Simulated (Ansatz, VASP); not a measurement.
**One calculation of CoO, two programs**

File INCAR:

```
SYSTEM = CoO
ALGO = Normal
EDIFF = 1E-6
ENCUT = 520
GGA = CA
ISIF = 2
ISMEAR = -1
ISPIN = 2
LASPH = .True.
LCHARG = .False.
LMAXMIX = 4
LORBIT = 11
LREAL = .False.
LWAVE = .False.
MAGMOM = 2 0
NBANDS = 18
NELM = 150
PREC = Accurate
SIGMA = 0.05
```

KPOINTS

```
k-points
0
Gamma
  10 10 10
  0 0 0
```

File POSCAR:

```
CoO
1.0
    1.6336438949      0.9431847425      2.6168066281
   -1.6336438949      0.9431847425      2.6168066281
    0.0000000000     -1.8863694850      2.6168066281
Co O
1 1
Direct
    0.9989783200      0.9989783200      0.9989783200
    0.7510210300      0.7510210300      0.7510210300
```

input.yaml

```yaml
crystal:
  lattice:
    - [1.6336438949, 0.9431847425, 2.6168066281]
    - [-1.6336438949, 0.9431847425, 2.6168066281]
    - [0.0, -1.886369485, 2.6168066281]
  atoms:
    - { symbol: Co, position: [0.99897832, 0.99897832, 0.99897832], spin: 2.0 }
    - { symbol: O, position: [0.75102103, 0.75102103, 0.75102103] }
hamiltonian:
  xc: lda
  pseudopotentials: { kind: paw }
magnetization:
  spin_polarized: true
kpoints:
  mp_grid: { grid: [10, 10, 10] }
scf:
  occupations: { method: fermi_dirac, width: 0.05 }
output:
  forces: true
  stress: true
  eigenvalues: true
```

Alike in both runs: task single point; functional LDA; k mesh 10 × 10 × 10; occupations fermi-dirac, width 0.05 eV; collinear spin.

|  | VASP | Ansatz |
| --- | --- | --- |
| version | VASP 6.6.1 | Ansatz 0.2.0 |
| potentials or method | VASP PAW LDA potentials, release 64 (Co, O) | Ansatz PAW |
| plane-wave cutoff (eV) | 520 | 420 |
| valence electrons in the cell | 15 | 23 |

```csv
,VASP,Ansatz,Ansatz less VASP
gap on the k mesh at the Fermi level (eV),none,none,-
pressure (GPa),-21.2,-20.2,+0.98
"traceless stress, the component that is largest in VASP (GPa)",2.23,2.30,+0.066
rms of the force components (eV/Å),0.071,0.070,-0.0005
net moment per atom (μB),1.38,1.44,+0.062
size of the moment on the site where the two differ most (μB),2.36,2.30,-0.061
```

LDA's correlation is that of Perdew and Zunger in VASP and of Perdew and Wang (1992) in Ansatz. Site moments also hang on the region over which each program counts them. Atom by atom the forces differ by 0.001 eV/Å (rms over components). A gap of «none» marks a metal or a gap that the smearing closes. VASP's potentials hold 15 valence electrons a cell and Ansatz's 23, so a difference there can come from the potentials and not from the codes.
